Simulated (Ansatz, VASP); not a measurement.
## SnO: VASP beside Ansatz

```
CELL_PARAMETERS angstrom
3.30621 0.00000 0.00000
0.00000 5.87041 0.00000
0.00000 0.00000 4.19592
ATOMIC_POSITIONS crystal
Sn 0.00000 0.22181 0.50915
Sn 0.50000 0.77819 0.00915
O 0.00000 0.90224 0.74085
O 0.50000 0.09776 0.24085
```

Alike in both runs: functional r2SCAN; k mesh 6 × 4 × 6; occupations gaussian, width 0.1 eV; no spin polarisation.

Ansatz relaxed the structure, and its values are those at the end. VASP's run is a single point on that final structure, the one shown.

|  | VASP | Ansatz |
| --- | --- | --- |
| version | VASP 6.6.1 | Ansatz 0.2.0 |
| potentials or method | VASP PAW PBE potentials, release 64 (Sn_d, O), cutoff 520 eV | scalar-relativistic, plane waves, PAW |
| valence electrons in the cell | 40 | 40 |

Ansatz gave:

- gap on the k mesh at the Fermi level (eV): 2.18
- least direct gap on the mesh (eV): 2.85
- pressure (GPa): 0.0
- rms of the force components (eV/Å): 0.024

**Question.** Estimate VASP's values.

**Answer.** gap on the k mesh at the Fermi level (eV): 2.16; least direct gap on the mesh (eV): 2.83; pressure (GPa): 0.4; rms of the force components (eV/Å): 0.047.

VASP's potentials were made for PBE, not for r2SCAN.
